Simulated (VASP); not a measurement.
Write the native input for VASP 6.6.1 that does the following.

- Task: single point
- Functional: PBE
- Dispersion: D3(BJ)
- Potentials or basis: VASP PAW PBE potentials, release 64 (Si, Mo_sv)
- Cutoff: 520 eV
- k mesh: 18 × 18 × 18
- Occupations: gaussian, width 0.1 eV
- Spin: no spin polarisation
- Dipole correction: no
- Further INCAR settings: ALGO = Normal; EDIFF = 1e-07; NBANDS = 18

The structure of Si2Mo lies in POSCAR:

```
Si2Mo
1.0
   -1.5892663032      1.5892663032      3.8980358952
    1.5892663032     -1.5892663032      3.8980358952
    1.5892663032      1.5892663032     -3.8980358952
Si Mo
2 1
Direct
    0.3346141862      0.3346141862      0.0000000000
    0.6653858138      0.6653858138      0.0000000000
    0.0000000000      0.0000000000      0.0000000000
```

These files were run (other wordings do the same):

INCAR

```
PREC = Accurate ; ENCUT = 520
EDIFF = 1E-7 ; ISMEAR = 0
SIGMA = 0.1 ; LREAL = F
LASPH = T ; NELM = 60
ALGO = Normal ; ISIF = 2
LWAVE = F ; LCHARG = T
GGA = PE ; IVDW = 12
LELF = T ; LVHAR = T
NBANDS = 18
```

KPOINTS

```
regular mesh
0
Gamma
  18 18 18
```

Potentials or basis: VASP PAW PBE potentials, release 64 (Si, Mo_sv).

Run with:

```bash
$ cat potpaw_PBE.64/Si/POTCAR potpaw_PBE.64/Mo_sv/POTCAR > POTCAR
$ mpirun -np 1 vasp_std > vasp.out
```

It gave:

| Property | Result |
| --- | --- |
| Pressure | 0.2 GPa |
| Largest force | 0.006 eV/Å |
| Band gap on the k mesh | zero (band 11 reaches 13.08 eV, above the bottom of band 12 at 12.10 eV) |
| Dispersion energy per atom | -0.589 eV |

Caveat: pairwise dispersion overbinds metals, which lowers pressure and volume.

Run time: 4.3 min on 1 thread of Intel(R) Xeon(R) Platinum 8559C (Emerald Rapids), on a shared host, peak memory 0.45 GiB.
